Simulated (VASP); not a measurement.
# SnO in VASP: further runs, part 2 of 4

VASP 6.6.1. Earlier steps stand in the parts before.

## (3) Electric field gradients, PBEsol (equal xx and yy strain of -1 %)

INCAR reads:

```
SYSTEM = SnO
PREC = Accurate
ENCUT = 520
EDIFF = 1E-8
ISMEAR = -1
SIGMA = 0.01
LREAL = .False.
LASPH = .True.
NELM = 100
ALGO = Normal
ISIF = 2
LWAVE = .False.
LCHARG = .False.
GGA = PS
LEFG = .True.
NBANDS = 28
```

KPOINTS reads:

```
regular mesh
0
Gamma
  8 8 6
  0 0 0
```

POSCAR reads:

```
SnO
1.0
    3.7639800000      0.0000000000      0.0000000000
    0.0000000000      3.7639800000      0.0000000000
    0.0000000000      0.0000000000      4.8360000000
Sn O
2 2
Direct
    0.0000000000      0.5000000000      0.2385000000
    0.5000000000      0.0000000000      0.7615000000
    0.0000000000      0.0000000000      0.0000000000
    0.5000000000      0.5000000000      0.0000000000
```

Potentials or basis: VASP PAW PBE potentials, release 64 (Sn_d, O).

Run with:

```console
$ cat potpaw_PBE.64/Sn_d/POTCAR potpaw_PBE.64/O/POTCAR > POTCAR
$ mpirun -np 1 vasp_std > vasp.out
```

OUTCAR:

```text
SYSTEM = SnO
   PREC = Accurate
   ENCUT = 520
   EDIFF = 1E-8
   ISMEAR = -1
   LREAL = .False.
   LASPH = .True.
   NELM = 100
   ISIF = 2
   GGA = PS

 ion  position               nearest neighbor table
   1  0.000  0.500  0.239-   3 2.21   4 2.21   3 2.21   4 2.21   2 3.52   2 3.52   2 3.52   2 3.52
                             2 3.67   2 3.67   2 3.67   2 3.67
   2  0.500  0.000  0.761-   3 2.21   4 2.21   4 2.21   3 2.21   1 3.52   1 3.52   1 3.52   1 3.52
                             1 3.67   1 3.67   1 3.67   1 3.67
   3  0.000  0.000  0.000-   1 2.21   2 2.21   1 2.21   2 2.21
   4  0.500  0.500  0.000-   1 2.21   2 2.21   2 2.21   1 2.21

  LATTYP: Found a simple tetragonal cell.
 ALAT       =     3.7639800000
 C/A-ratio  =     1.2848102275

  Lattice vectors:

 A1 = (   3.7639800000,   0.0000000000,   0.0000000000)
 A2 = (   0.0000000000,   3.7639800000,   0.0000000000)
 A3 = (   0.0000000000,   0.0000000000,   4.8360000000)

Analysis of symmetry for initial positions (statically):
=====================================================================
 Subroutine PRICEL returns:
 Original cell was already a primitive cell.

 Routine SETGRP: Setting up the symmetry group for a
 simple tetragonal supercell.

 Subroutine GETGRP returns: Found 16 space group operations
 (whereof  8 operations were pure point group operations)
 out of a pool of 16 trial point group operations.

The static configuration has the point symmetry D_2d.
 The point group associated with its full space group is D_4h.

Analysis of symmetry for dynamics (positions and initial velocities):
=====================================================================
 Subroutine PRICEL returns:
 Original cell was already a primitive cell.

 Routine SETGRP: Setting up the symmetry group for a
 simple tetragonal supercell.

 Subroutine GETGRP returns: Found 16 space group operations
 (whereof  8 operations were pure point group operations)
 out of a pool of 16 trial point group operations.

The dynamic configuration has the point symmetry D_2d.
 The point group associated with its full space group is D_4h.

 Subroutine INISYM returns: Found 16 space group operations
 (whereof  8 operations are pure point group operations),
 and found     1 'primitive' translations

----------------------------------------------------------------------------------------

                                     Primitive cell

  volume of cell :      68.5142

  direct lattice vectors                    reciprocal lattice vectors
     3.763980000  0.000000000  0.000000000     0.265676226  0.000000000  0.000000000
     0.000000000  3.763980000  0.000000000     0.000000000  0.265676226  0.000000000
     0.000000000  0.000000000  4.836000000     0.000000000  0.000000000  0.206782465

  length of vectors
     3.763980000  3.763980000  4.836000000     0.265676226  0.265676226  0.206782465

  position of ions in fractional coordinates (direct lattice)
     0.000000000  0.500000000  0.238500000
     0.500000000  0.000000000  0.761500000
     0.000000000  0.000000000  0.000000000
     0.500000000  0.500000000  0.000000000

  ion indices of the primitive-cell ions
   primitive index   ion index
                 1           1
                 2           2
                 3           3
[... 86 lines left out ...]
   EMIN   =  10.00;   EMAX   =-10.00  energy-range for DOS
   EFERMI =   0.00;   METHOD = LEGACY
   ISMEAR =    -1;   SIGMA  =   0.01  broadening in eV -4-tet -1-fermi 0-gaus
   EFERMI_NEDOS =   21; number of points for ismear=-14 and -15
   IALGO  =     38    algorithm
   IMIX   =      4    mixing-type and parameters
     AMIX     =   0.40;   BMIX     =  1.00
     AMIX_MAG =   1.60;   BMIX_MAG =  1.00
  volume/ion in A,a.u.               =      17.13       115.59
  Fermi-wavevector in a.u.,A,eV,Ry     =   1.368258  2.585632 25.471858  1.872129
  Thomas-Fermi vector in A             =   2.494238
   LORBIT       =      0    0 simple, 1 ext, 2 COOP (PROOUT), +10 PAW based schemes
   GGA     = PS    functional components
   LHFCALC =     F    Hartree Fock is set to
   AEXX    =    0.0000 exact exchange contribution
   IVDW    =     0    specifies the selected vdW correction
   LEPSILON=     F    determine dielectric tensor
   LRPA    =     F    only Hartree local field effects (RPA)
 non-spin polarized calculation
  energy-cutoff  :      520.00
  volume of cell :       68.51
 maximum number of plane-waves:      1872
 NGX is ok and might be reduce to    28
   NGX = 13   NGY = 13   NGZ = 17

 number of electron      40.0000010 magnetization

 Free energy of the ion-electron system (eV)
  ---------------------------------------------------
  ext. energy  EPLUGINS =         0.00000000
  ---------------------------------------------------
  free energy    TOTEN  =       -24.19655262 eV

  energy without entropy =      -24.19638040  energy(sigma->0) =      -24.19646651

 E-fermi :   7.3947     XC(G=0): -10.5980

 val. band max:        7.3871590982   @ k =   0.1250   0.0000   0.0000
 cond. band min:       7.4027399676   @ k =   0.0000   0.0000   0.0000
 fundamental gap:      0.0155808695
 Fermi energy:         7.3947135604

 k-point     1 :       0.0000    0.0000    0.0000
  band No.  band energies     occupation
      1     -14.6911      2.00000
      2     -14.1994      2.00000
      3     -14.1994      2.00000
      4     -14.1993      2.00000
      5     -14.1418      2.00000
      6     -14.1386      2.00000
[... 733 lines left out ...]
     27      15.8979      0.00000
     28      15.8979      0.00000

 [... further k-points ...]
[... 5 lines left out ...]
  --------------------------------------------------------------------------------------
  -------------------------------------------------------------------------------------
  Total        1.2377226      1.2377226      0.5466361      0.0000000     -0.0000000      0.0000000
  in kB       28.9436297     28.9436297     12.7828575      0.0000000     -0.0000000      0.0000000
  external PRESSURE =      23.5567056 kB  Pullay stress =       0.0000000 kB

 VOLUME and BASIS-vectors are now :
 -----------------------------------------------------------------------------
  energy-cutoff  :      520.00
  volume of cell :       68.51
      direct lattice vectors                 reciprocal lattice vectors
     3.763980000  0.000000000  0.000000000     0.265676226  0.000000000  0.000000000
     0.000000000  3.763980000  0.000000000     0.000000000  0.265676226  0.000000000
     0.000000000  0.000000000  4.836000000     0.000000000  0.000000000  0.206782465

 POSITION                                       TOTAL-FORCE (eV/Angst)
 -----------------------------------------------------------------------------------
      0.00000      1.88199      1.15339         0.000000      0.000000      0.405479
      1.88199      0.00000      3.68261        -0.000000      0.000000     -0.405479
      0.00000      0.00000      0.00000         0.000000     -0.000000      0.000000
      1.88199      1.88199      0.00000        -0.000000      0.000000      0.000000
 -----------------------------------------------------------------------------------
    total drift:                                0.000000      0.000000      0.000000

  FREE ENERGIE OF THE ION-ELECTRON SYSTEM (eV)
  ---------------------------------------------------
  free  energy   TOTEN  =       -24.1965526234 eV

  energy  without entropy=      -24.1963804031  energy(sigma->0) =      -24.19646651

 Electric field gradients (V/A^2)
---------------------------------------------------------------------
 ion       V_xx      V_yy      V_zz      V_xy      V_xz      V_yz
---------------------------------------------------------------------
   1      83.517    83.517  -167.034     0.000     0.000     0.000
   2      83.517    83.517  -167.034    -0.000     0.000     0.000
   3      -2.569    -2.569     5.139     0.000    -0.000    -0.000
   4      -2.569    -2.569     5.139    -0.000    -0.000    -0.000
---------------------------------------------------------------------

 Electric field gradients after diagonalization (V/A^2)
 (convention: |V_zz| > |V_xx| > |V_yy|)
----------------------------------------------------------------------
 ion       V_xx      V_yy      V_zz     asymmetry (V_yy - V_xx)/ V_zz
----------------------------------------------------------------------
   1      83.517    83.517  -167.034       0.000
   2      83.517    83.517  -167.034       0.000
   3      -2.569    -2.569     5.139       0.000
   4      -2.569    -2.569     5.139       0.000
----------------------------------------------------------------------

           NMR quadrupolar parameters

 Cq : quadrupolar parameter    Cq=e*Q*V_zz/h
 eta: asymmetry parameters     (V_yy - V_xx)/ V_zz
 Q  : nuclear electric quadrupole moment in mb (millibarn)
----------------------------------------------------------------------
 ion       Cq(MHz)       eta       Q (mb)
----------------------------------------------------------------------
   1      -0.404       0.000       1.000
   2      -0.404       0.000       1.000
   3       0.012       0.000       1.000
   4       0.012       0.000       1.000
----------------------------------------------------------------------
```

stdout:

```text
POSCAR found type information on POSCAR SnO
 POSCAR found :  2 types and       4 ions
 scaLAPACK will be used
 -----------------------------------------------------------------------------
|                                                                             |
|                                                                             |
|     You enforced a specific xc type in the INCAR file but a different       |
|     I HOPE YOU KNOW WHAT YOU ARE DOING!                                     |
|                                                                             |
 -----------------------------------------------------------------------------

 LDA part: xc-table for (Slater+PW92), standard interpolation
 POSCAR, INCAR and KPOINTS ok, starting setup
 FFT: planning ... GRIDC
 FFT: planning ... GRID_SOFT
 FFT: planning ... GRID
 WAVECAR not read
 entering main loop
ion   1

ion   2

ion   3

ion   4
```

Wall time 67 s (1 thread of Intel Xeon Platinum 8488C (Sapphire Rapids), shared host); peak memory 0.22 GiB.

What came out:

```yaml
Free_energy: -24.1966 eV
Pressure: 2.4 GPa
Largest_force: 0.405 eV/Å
Band_gap_on_the_k_mesh: zero (band 20 reaches 7.40 eV, above the bottom of band 21 at 7.29 eV)
```

Forces on the atoms (eV/Å):
```
Sn   0.000  0.000  0.405
Sn   0.000  0.000 -0.405
O    0.000  0.000  0.000
O    0.000  0.000  0.000
```

Stress tensor (GPa, compression positive):
```
2.89 0.00 0.00
0.00 2.89 0.00
0.00 0.00 1.28
```

Electric field gradients, principal values (V/Å²):
```csv
atom,least,middle,greatest (by size)
1 Sn,83.517,83.517,-167.034
2 Sn,83.517,83.517,-167.034
3 O,-2.569,-2.569,5.139
4 O,-2.569,-2.569,5.139
```

Caveat: the cell differs from its parent crystal (equal xx and yy strain of -1 %); without QUAD_EFG the Cq values of the log hold for a quadrupole moment of 1 mb, not for the nuclei; the PAW data sets were made with another functional, which shifts forces and pressure a little; spin-orbit coupling is left out, which moves the levels of the heavy elements.

## (4) Electric field gradients, PBEsol (equal xx and yy strain of +2 %)

INCAR reads:

```
SYSTEM = SnO
ALGO = Normal
EDIFF = 1E-8
ENCUT = 520
GGA = PS
ISIF = 2
ISMEAR = -1
LASPH = .TRUE.
LCHARG = .FALSE.
LEFG = .TRUE.
LREAL = .FALSE.
LWAVE = .FALSE.
NBANDS = 28
NELM = 60
PREC = Accurate
SIGMA = 0.01
```

KPOINTS reads:

```
k-points
0
G
  8 8 6
  0 0 0
```

POSCAR: that of step 3 with these lines changed.

```diff
@@ -2,4 +2,4 @@
 1.0
-    3.7639800000      0.0000000000      0.0000000000
-    0.0000000000      3.7639800000      0.0000000000
+    3.8780400000      0.0000000000      0.0000000000
+    0.0000000000      3.8780400000      0.0000000000
     0.0000000000      0.0000000000      4.8360000000
```

Potentials or basis: VASP PAW PBE potentials, release 64 (Sn_d, O).

Run with:

```console
$ cat potpaw_PBE.64/Sn_d/POTCAR potpaw_PBE.64/O/POTCAR > POTCAR
$ mpirun -np 1 vasp_std > vasp.out
```

OUTCAR:

```text
SYSTEM = SnO
   EDIFF = 1E-8
   ENCUT = 520
   GGA = PS
   ISIF = 2
   ISMEAR = -1
   LASPH = .TRUE.
   LREAL = .FALSE.
   NELM = 60
   PREC = Accurate

 ion  position               nearest neighbor table
   1  0.000  0.500  0.239-   3 2.26   4 2.26   3 2.26   4 2.26   2 3.58   2 3.58   2 3.58   2 3.58
                             2 3.73   2 3.73   2 3.73   2 3.73
   2  0.500  0.000  0.761-   3 2.26   4 2.26   4 2.26   3 2.26   1 3.58   1 3.58   1 3.58   1 3.58
                             1 3.73   1 3.73   1 3.73   1 3.73
   3  0.000  0.000  0.000-   1 2.26   2 2.26   1 2.26   2 2.26
   4  0.500  0.500  0.000-   1 2.26   2 2.26   2 2.26   1 2.26

  LATTYP: Found a simple tetragonal cell.
 ALAT       =     3.8780400000
 C/A-ratio  =     1.2470216914

  Lattice vectors:

 A1 = (   3.8780400000,   0.0000000000,   0.0000000000)
 A2 = (   0.0000000000,   3.8780400000,   0.0000000000)
 A3 = (   0.0000000000,   0.0000000000,   4.8360000000)

Analysis of symmetry for initial positions (statically):
=====================================================================
[... 953 lines left out ...]
      1.93902      0.00000      3.68261        -0.000000     -0.000000      0.291794
      0.00000      0.00000      0.00000         0.000000     -0.000000      0.000000
      1.93902      1.93902      0.00000         0.000000      0.000000      0.000000
 -----------------------------------------------------------------------------------
    total drift:                                0.000000      0.000000     -0.000000

  FREE ENERGIE OF THE ION-ELECTRON SYSTEM (eV)
  ---------------------------------------------------
  free  energy   TOTEN  =       -24.1790997550 eV

  energy  without entropy=      -24.1790997104  energy(sigma->0) =      -24.17909973

 Electric field gradients (V/A^2)
---------------------------------------------------------------------
 ion       V_xx      V_yy      V_zz      V_xy      V_xz      V_yz
---------------------------------------------------------------------
   1      74.846    74.846  -149.693    -0.000     0.000     0.000
   2      74.846    74.846  -149.693    -0.000     0.000    -0.000
   3       1.645     1.645    -3.289     0.000    -0.000     0.000
   4       1.645     1.645    -3.289     0.000     0.000    -0.000
---------------------------------------------------------------------

 Electric field gradients after diagonalization (V/A^2)
 (convention: |V_zz| > |V_xx| > |V_yy|)
----------------------------------------------------------------------
 ion       V_xx      V_yy      V_zz     asymmetry (V_yy - V_xx)/ V_zz
----------------------------------------------------------------------
   1      74.846    74.846  -149.693       0.000
   2      74.846    74.846  -149.693       0.000
   3       1.645     1.645    -3.289       0.000
   4       1.645     1.645    -3.289       0.000
----------------------------------------------------------------------

           NMR quadrupolar parameters

 Cq : quadrupolar parameter    Cq=e*Q*V_zz/h
 eta: asymmetry parameters     (V_yy - V_xx)/ V_zz
 Q  : nuclear electric quadrupole moment in mb (millibarn)
----------------------------------------------------------------------
 ion       Cq(MHz)       eta       Q (mb)
----------------------------------------------------------------------
   1      -0.362       0.000       1.000
   2      -0.362       0.000       1.000
   3      -0.008       0.000       1.000
   4      -0.008       0.000       1.000
----------------------------------------------------------------------
```

OSZICAR:

```text
N       E                     dE             d eps       ncg     rms          rms(c)
DAV:   1     0.417927644601E+03    0.41793E+03   -0.19865E+04  3452   0.215E+03
DAV:   2     0.366716494519E+02   -0.38126E+03   -0.36623E+03  3504   0.545E+02
DAV:   3    -0.243292793679E+02   -0.61001E+02   -0.59639E+02  3816   0.181E+02
DAV:   4    -0.274017401484E+02   -0.30725E+01   -0.30565E+01  3828   0.430E+01
DAV:   5    -0.274754932262E+02   -0.73753E-01   -0.73742E-01  3668   0.727E+00    0.108E+01
DAV:   6    -0.242804999588E+02    0.31950E+01   -0.15388E+01  5416   0.440E+01    0.499E+00
DAV:   7    -0.242160238112E+02    0.64476E-01   -0.19511E+00  3924   0.826E+00    0.241E+00
DAV:   8    -0.241886340931E+02    0.27390E-01   -0.30299E-01  3744   0.343E+00    0.751E-01
DAV:   9    -0.241784147356E+02    0.10219E-01   -0.42292E-02  5484   0.203E+00    0.229E-01
DAV:  10    -0.241794445022E+02   -0.10298E-02   -0.66088E-03  4676   0.761E-01    0.136E-01
DAV:  11    -0.241790894854E+02    0.35502E-03   -0.20678E-03  5216   0.405E-01    0.270E-02
DAV:  12    -0.241791003645E+02   -0.10879E-04   -0.21346E-04  3740   0.104E-01    0.219E-02
DAV:  13    -0.241790996756E+02    0.68888E-06   -0.19803E-05  3744   0.291E-02    0.233E-03
DAV:  14    -0.241790996693E+02    0.63446E-08   -0.12365E-06  5080   0.106E-02    0.203E-03
DAV:  15    -0.241790997079E+02   -0.38607E-07   -0.12365E-07  4224   0.230E-03    0.118E-03
DAV:  16    -0.241790997388E+02   -0.30938E-07   -0.10687E-08  2164   0.794E-04    0.481E-04
DAV:  17    -0.241790997605E+02   -0.21708E-07   -0.18651E-08  2528   0.901E-04    0.168E-04
DAV:  18    -0.241790997550E+02    0.55243E-08   -0.18568E-09  1708   0.445E-04
   1 F= -.24179100E+02 E0= -.24179100E+02  d E =-.446292E-07
```

stdout:

```text
POSCAR found type information on POSCAR SnO
 POSCAR found :  2 types and       4 ions
 scaLAPACK will be used
 -----------------------------------------------------------------------------
|                                                                             |
|                                                                             |
|     You enforced a specific xc type in the INCAR file but a different       |
|     I HOPE YOU KNOW WHAT YOU ARE DOING!                                     |
|                                                                             |
 -----------------------------------------------------------------------------

 LDA part: xc-table for (Slater+PW92), standard interpolation
 POSCAR, INCAR and KPOINTS ok, starting setup
 FFT: planning ... GRIDC
 FFT: planning ... GRID_SOFT
 FFT: planning ... GRID
 WAVECAR not read
 entering main loop
ion   1

ion   2

ion   3

ion   4
```

Wall time 87 s (1 thread of Intel Xeon Platinum 8488C (Sapphire Rapids), shared host); peak memory 0.24 GiB.

Results:

| Quantity | Value |
| --- | --- |
| Free energy | -24.1791 eV |
| Pressure | -3.6 GPa |
| Largest force | 0.292 eV/Å |
| Band gap on the k mesh | 0.23 eV, indirect (least direct gap 1.92 eV) |

Forces on the atoms (eV/Å):
```
Sn   0.000  0.000 -0.292
Sn   0.000  0.000  0.292
O    0.000  0.000  0.000
O    0.000  0.000  0.000
```

Stress tensor (GPa, compression positive):
```
-4.18  0.00  0.00
 0.00 -4.18  0.00
 0.00  0.00 -2.39
```

Electric field gradients, principal values (V/Å²):
```tsv
atom	least	middle	greatest (by size)
1 Sn	74.846	74.846	-149.693
2 Sn	74.846	74.846	-149.693
3 O	1.645	1.645	-3.289
4 O	1.645	1.645	-3.289
```

Caveat: the cell differs from its parent crystal (equal xx and yy strain of +2 %); without QUAD_EFG the Cq values of the log hold for a quadrupole moment of 1 mb, not for the nuclei; the PAW data sets were made with another functional, which shifts forces and pressure a little; spin-orbit coupling is left out, which moves the levels of the heavy elements.

(Part 2 of 4 ends here.)
